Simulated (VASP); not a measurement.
# SnSe (Fm-3m) in VASP: further runs

SnSe is run at these levels: PBE; tasks: single point.

Program: VASP 6.6.1. These are calculated values, not measurements. Logs are shortened: lines on timing, memory, paths and dates and some standing lists are left out, and cuts for length are marked.

**1. The cell of the first run**

It takes space group Fm-3m (No. 225, cubic). Conventional cell: a = 6.020 Å, b = 6.020 Å, c = 6.020 Å, α = 90.00°, β = 90.00°, γ = 90.00°. Sn (site symmetry m-3m) has 6 Se at 3.01 Å within 4.0 Å. Within 4.0 Å of Se (site symmetry m-3m) lie 6 Sn at 3.01 Å.

**2. Single point, PBE**

The input, INCAR:

```
PREC = Accurate ; ENCUT = 520
EDIFF = 1E-7 ; ISMEAR = 0
SIGMA = 0.014 ; LREAL = F
LASPH = T ; NELM = 80
ALGO = Normal ; ISIF = 2
LWAVE = F ; LCHARG = F
GGA = PE ; NBANDS = 17
```

The input, KPOINTS:

```
Automatic mesh
0
Gamma
  8 8 8
```

The input, POSCAR:

```
SnSe
1.0
    0.0000000000      3.0100000000      3.0100000000
    3.0100000000      0.0000000000      3.0100000000
    3.0100000000      3.0100000000      0.0000000000
Sn Se
1 1
Direct
    0.0000000000      0.0000000000      0.0000000000
    0.5000000000      0.5000000000      0.5000000000
```

Potentials or basis: VASP PAW PBE potentials, release 64 (Sn_d, Se).

The run is started by

```bash
$ cat potpaw_PBE.64/Sn_d/POTCAR potpaw_PBE.64/Se/POTCAR > POTCAR
$ mpirun -np 1 vasp_std > vasp.out
```

OUTCAR:

```text
PREC = Accurate
   ENCUT = 520
   EDIFF = 1E-7
   ISMEAR = 0
   LREAL = F
   LASPH = T
   NELM = 80
   ISIF = 2
   GGA = PE

 ion  position               nearest neighbor table
   1  0.000  0.000  0.000-   2 3.01   2 3.01   2 3.01   2 3.01   2 3.01   2 3.01
   2  0.500  0.500  0.500-   1 3.01   1 3.01   1 3.01   1 3.01   1 3.01   1 3.01

  LATTYP: Found a face centered cubic cell.
 ALAT       =     6.0200000000

  Lattice vectors:

 A1 = (   0.0000000000,   3.0100000000,   3.0100000000)
 A2 = (   3.0100000000,   0.0000000000,   3.0100000000)
 A3 = (   3.0100000000,   3.0100000000,   0.0000000000)

Analysis of symmetry for initial positions (statically):
=====================================================================
 Subroutine PRICEL returns:
 Original cell was already a primitive cell.

 Routine SETGRP: Setting up the symmetry group for a
 face centered cubic supercell.

 Subroutine GETGRP returns: Found 48 space group operations
[... 9 lines left out ...]

 Routine SETGRP: Setting up the symmetry group for a
 face centered cubic supercell.

 Subroutine GETGRP returns: Found 48 space group operations
[... 11 lines left out ...]
                                     Primitive cell

  volume of cell :      54.5418

  direct lattice vectors                    reciprocal lattice vectors
     0.000000000  3.010000000  3.010000000    -0.166112957  0.166112957  0.166112957
     3.010000000  0.000000000  3.010000000     0.166112957 -0.166112957  0.166112957
     3.010000000  3.010000000  0.000000000     0.166112957  0.166112957 -0.166112957

  length of vectors
     4.256782823  4.256782823  4.256782823     0.287716081  0.287716081  0.287716081

  position of ions in fractional coordinates (direct lattice)
     0.000000000  0.000000000  0.000000000
     0.500000000  0.500000000  0.500000000

  ion indices of the primitive-cell ions
   primitive index   ion index
                 1           1
                 2           2

----------------------------------------------------------------------------------------

 KPOINTS: Automatic mesh

Automatic generation of k-mesh.
 Grid dimensions read from file:
 generate k-points for:    8    8    8

 Generating k-lattice:

  Cartesian coordinates                     Fractional coordinates (reciprocal lattice)
    -0.020764120  0.020764120  0.020764120     0.125000000  0.000000000  0.000000000
     0.020764120 -0.020764120  0.020764120     0.000000000  0.125000000  0.000000000
     0.020764120  0.020764120 -0.020764120     0.000000000  0.000000000  0.125000000

  Length of vectors
     0.035964510  0.035964510  0.035964510

  Shift w.r.t. Gamma in fractional coordinates (k-lattice)
     0.000000000  0.000000000  0.000000000

 Subroutine IBZKPT returns following result:
 ===========================================

 Found     29 irreducible k-points:

 Following reciprocal coordinates:
            Coordinates               Weight
  0.000000  0.000000  0.000000      1.000000
  0.125000  0.000000  0.000000      8.000000
  0.250000  0.000000  0.000000      8.000000
  0.375000  0.000000  0.000000      8.000000
  0.500000  0.000000  0.000000      4.000000
  0.125000  0.125000  0.000000      6.000000
[... 16 lines left out ...]
  0.500000  0.250000  0.125000     48.000000
 -0.375000  0.250000  0.125000     24.000000
 [... further k-points ...]
   k-points           NKPTS =     29   k-points in BZ     NKDIM =     29   number of bands    NBANDS=     17
   number of dos      NEDOS =    301   number of ions     NIONS =      2
   total plane-waves  NPLWV =  32768
   dimension x,y,z NGX =    32 NGY =   32 NGZ =   32
   dimension x,y,z NGXF=    64 NGYF=   64 NGZF=   64
   ions per type =               1   1
   NGX,Y,Z   is equivalent  to a cutoff of  12.50, 12.50, 12.50 a.u.
   NGXF,Y,Z  is equivalent  to a cutoff of  24.99, 24.99, 24.99 a.u.
 SYSTEM =  unknown system
   PREC   = accura    normal or accurate (medium, high low for compatibility)
   ISTART =      0    job   : 0-new  1-cont  2-samecut
   ICHARG =      2    charge: 1-file 2-atom 10-const
   ISPIN  =      1    spin polarized calculation?
   LNONCOLLINEAR =      F non collinear calculations
   LSORBIT =      F    spin-orbit coupling
   LASPH  =      T    aspherical Exc in radial PAW
   ENCUT  =  520.0 eV  38.22 Ry    6.18 a.u.   7.91  7.91  7.91*2*pi/ulx,y,z
   NELM   =     80;   NELMIN=  2; NELMDL= -5     # of ELM steps
   EDIFF  = 0.1E-06   stopping-criterion for ELM
   LREAL  =      F    real-space projection
   EDIFFG = 0.1E-05   stopping-criterion for IOM
   NSW    =      0    number of steps for IOM
   IBRION =     -1    ionic relax: 0-MD 1-quasi-New 2-CG
   NFREE  =      0    steps in history (QN), initial steepest desc. (CG)
   ISIF   =      2    stress and relaxation
   ISYM   =      2    0-nonsym 1-usesym 2-fastsym
   POTIM  = 0.5000    time-step for ionic-motion
   TEBEG  =    0.0;   TEEND  =   0.0 temperature during run
   PSTRESS=    0.0 pullay stress
   NELECT =      20.0000    total number of electrons
   NUPDOWN=      -1.0000    fix difference up-down
   EMIN   =  10.00;   EMAX   =-10.00  energy-range for DOS
   EFERMI =   0.00;   METHOD = LEGACY
   ISMEAR =     0;   SIGMA  =   0.01  broadening in eV -4-tet -1-fermi 0-gaus
   EFERMI_NEDOS =   21; number of points for ismear=-14 and -15
   IALGO  =     38    algorithm
   IMIX   =      4    mixing-type and parameters
     AMIX     =   0.40;   BMIX     =  1.00
     AMIX_MAG =   1.60;   BMIX_MAG =  1.00
  volume/ion in A,a.u.               =      27.27       184.03
  Fermi-wavevector in a.u.,A,eV,Ry     =   1.171768  2.214321 18.681350  1.373040
  Thomas-Fermi vector in A             =   2.308207
   LORBIT       =      0    0 simple, 1 ext, 2 COOP (PROOUT), +10 PAW based schemes
   GGA     = PE    functional components
   LHFCALC =     F    Hartree Fock is set to
   AEXX    =    0.0000 exact exchange contribution
   IVDW    =     0    specifies the selected vdW correction
   LEPSILON=     F    determine dielectric tensor
   LRPA    =     F    only Hartree local field effects (RPA)
 non-spin polarized calculation
 Gauss-broadening in eV      SIGMA  =   0.01
  energy-cutoff  :      520.00
  volume of cell :       54.54
 maximum number of plane-waves:      1480
   NGX = 15   NGY = 15   NGZ = 15

 number of electron      20.0000005 magnetization

 Free energy of the ion-electron system (eV)
  ---------------------------------------------------
  ext. energy  EPLUGINS =         0.00000000
  ---------------------------------------------------
  free energy    TOTEN  =        -8.21894575 eV

  energy without entropy =       -8.21894575  energy(sigma->0) =       -8.21894575

 E-fermi :   5.7192     XC(G=0):  -9.5995

 val. band max:        5.5841218464   @ k =   0.5000   0.0000   0.0000
 cond. band min:       6.1660843517   @ k =   0.5000   0.0000   0.0000
 fundamental gap:      0.5819625054
 Fermi energy:         5.7191924317

 k-point     1 :       0.0000    0.0000    0.0000
  band No.  band energies     occupation
      1     -16.0187      2.00000
      2     -16.0187      2.00000
      3     -16.0187      2.00000
      4     -16.0165      2.00000
      5     -16.0165      2.00000
      6      -8.2796      2.00000
[... 9 lines left out ...]
     16      11.4535      0.00000
     17      13.7426      0.00000

 k-point     2 :       0.1250    0.0000    0.0000
  band No.  band energies     occupation
      1     -16.0184      2.00000
      2     -16.0184      2.00000
      3     -16.0183      2.00000
      4     -16.0160      2.00000
      5     -16.0160      2.00000
      6      -8.1705      2.00000
[... 9 lines left out ...]
     16      11.8227      0.00000
     17      14.7669      0.00000

 k-point     3 :       0.2500    0.0000    0.0000
  band No.  band energies     occupation
      1     -16.0209      2.00000
      2     -16.0209      2.00000
      3     -16.0174      2.00000
      4     -16.0118      2.00000
      5     -16.0118      2.00000
      6      -7.8769      2.00000
[... 9 lines left out ...]
     16      12.7814      0.00000
     17      16.9190      0.00000

 k-point     4 :       0.3750    0.0000    0.0000
  band No.  band energies     occupation
      1     -16.0237      2.00000
      2     -16.0237      2.00000
      3     -16.0166      2.00000
      4     -16.0073      2.00000
      5     -16.0072      2.00000
      6      -7.5223      2.00000
[... 9 lines left out ...]
     16      14.2552      0.00000
     17      17.0150      0.00000

 k-point     5 :       0.5000    0.0000    0.0000
  band No.  band energies     occupation
      1     -16.0249      2.00000
      2     -16.0249      2.00000
      3     -16.0162      2.00000
      4     -16.0054      2.00000
      5     -16.0053      2.00000
      6      -7.3484      2.00000
[... 9 lines left out ...]
     16      15.7924      0.00000
     17      15.7924      0.00000

 k-point     6 :       0.1250    0.1250    0.0000
  band No.  band energies     occupation
      1     -16.0196      2.00000
      2     -16.0194      2.00000
      3     -16.0162      2.00000
      4     -16.0162      2.00000
      5     -16.0154      2.00000
      6      -8.1341      2.00000
[... 9 lines left out ...]
     16      12.4880      0.00000
     17      13.9440      0.00000
[... 281 lines left out ...]
 k-point    21 :       0.5000    0.5000    0.0000
  band No.  band energies     occupation
      1     -16.0447      2.00000
      2     -16.0252      2.00000
      3     -16.0089      2.00000
      4     -16.0012      2.00000
      5     -16.0012      2.00000
      6      -7.0721      2.00000
[... 9 lines left out ...]
     16      17.2121      0.00000
     17      18.2039      0.00000

 k-point    22 :       0.3750    0.2500    0.1250
  band No.  band energies     occupation
      1     -16.0264      2.00000
      2     -16.0192      2.00000
      3     -16.0173      2.00000
      4     -16.0103      2.00000
      5     -16.0081      2.00000
      6      -7.6432      2.00000
[... 9 lines left out ...]
     16      15.0118      0.00000
     17      15.1746      0.00000

 k-point    23 :       0.5000    0.2500    0.1250
  band No.  band energies     occupation
      1     -16.0290      2.00000
      2     -16.0191      2.00000
      3     -16.0163      2.00000
      4     -16.0085      2.00000
      5     -16.0060      2.00000
      6      -7.3433      2.00000
[... 9 lines left out ...]
     16      15.2731      0.00000
     17      16.6692      0.00000

 k-point    24 :      -0.3750    0.2500    0.1250
  band No.  band energies     occupation
      1     -16.0299      2.00000
      2     -16.0201      2.00000
      3     -16.0135      2.00000
      4     -16.0098      2.00000
      5     -16.0046      2.00000
      6      -7.2022      2.00000
[... 9 lines left out ...]
     16      16.3817      0.00000
     17      16.4646      0.00000

 [... further k-points ...]
[... 5 lines left out ...]
  --------------------------------------------------------------------------------------
  -------------------------------------------------------------------------------------
  Total        0.3138343      0.3138343      0.3138343      0.0000000      0.0000000      0.0000000
  in kB        9.2189515      9.2189515      9.2189515      0.0000000      0.0000000      0.0000000
  external PRESSURE =       9.2189515 kB  Pullay stress =       0.0000000 kB

 VOLUME and BASIS-vectors are now :
 -----------------------------------------------------------------------------
  energy-cutoff  :      520.00
  volume of cell :       54.54
      direct lattice vectors                 reciprocal lattice vectors
     0.000000000  3.010000000  3.010000000    -0.166112957  0.166112957  0.166112957
     3.010000000  0.000000000  3.010000000     0.166112957 -0.166112957  0.166112957
     3.010000000  3.010000000  0.000000000     0.166112957  0.166112957 -0.166112957

 POSITION                                       TOTAL-FORCE (eV/Angst)
 -----------------------------------------------------------------------------------
      0.00000      0.00000      0.00000        -0.000000      0.000000     -0.000000
      3.01000      3.01000      3.01000         0.000000     -0.000000      0.000000
 -----------------------------------------------------------------------------------
    total drift:                                0.000000     -0.000000     -0.000000

  FREE ENERGIE OF THE ION-ELECTRON SYSTEM (eV)
  ---------------------------------------------------
  free  energy   TOTEN  =        -8.2189457525 eV

  energy  without entropy=       -8.2189457525  energy(sigma->0) =       -8.21894575
```

It took 18 s on 1 thread of Intel Xeon Platinum 8259CL at 2.50GHz (Skylake/Cascade Lake), shared host; peak memory 0.18 GiB.

Results:

| Quantity | Value |
| --- | --- |
| Free energy | -8.2189 eV |
| Pressure | 0.9 GPa |
| Band gap on the k mesh | 0.58 eV, direct |

Caveat: spin-orbit coupling is left out, which moves the levels of the heavy elements.

**3. Single point, PBE**

The input, INCAR:

```
  ALGO = Normal
  EDIFF = 1E-7
  ENCUT = 520
  GGA = PE
  ISIF = 2
  ISMEAR = 0
  LASPH = True
  LCHARG = False
  LREAL = False
  LWAVE = False
  NBANDS = 17
  NELM = 60
  PREC = Accurate
  SIGMA = 0.016
```

The input, KPOINTS:

```
k-points
0
Gamma
  8 8 8
```

POSCAR is that of step 2.

Potentials or basis: VASP PAW PBE potentials, release 64 (Sn_d, Se).

The run is started by

```bash
$ cat potpaw_PBE.64/Sn_d/POTCAR potpaw_PBE.64/Se/POTCAR > POTCAR
$ mpirun -np 1 vasp_std > vasp.out
```

Run time: 18 s. Hardware: 1 thread of Intel Xeon Platinum 8259CL at 2.50GHz (Skylake/Cascade Lake), shared host; peak memory 0.18 GiB.

Results (log left out):

```
Free energy            : -8.2189 eV
Pressure               : 0.9 GPa
Band gap on the k mesh : 0.58 eV, direct
```

Levels at points of the mesh, in eV from the valence-band top:
| k point | band 7 | band 8 | band 9 | band 10 | band 11 | band 12 | band 13 | band 14 |
| --- | --- | --- | --- | --- | --- | --- | --- | --- |
| (0.00, 0.00, 0.00) | -5.06 | -2.19 | -2.19 | -2.19 | 4.32 | 4.32 | 4.32 | 5.87 |
| (0.50, 0.00, 0.00) | -8.04 | -1.94 | -1.94 | 0.00 | 0.58 | 1.25 | 1.25 | 8.25 |
| (0.50, 0.50, 0.00) | -6.00 | -5.46 | -3.63 | -3.63 | 3.03 | 5.35 | 5.35 | 5.97 |

Caveat: spin-orbit coupling is left out, which moves the levels of the heavy elements. A k mesh can miss the band edges.
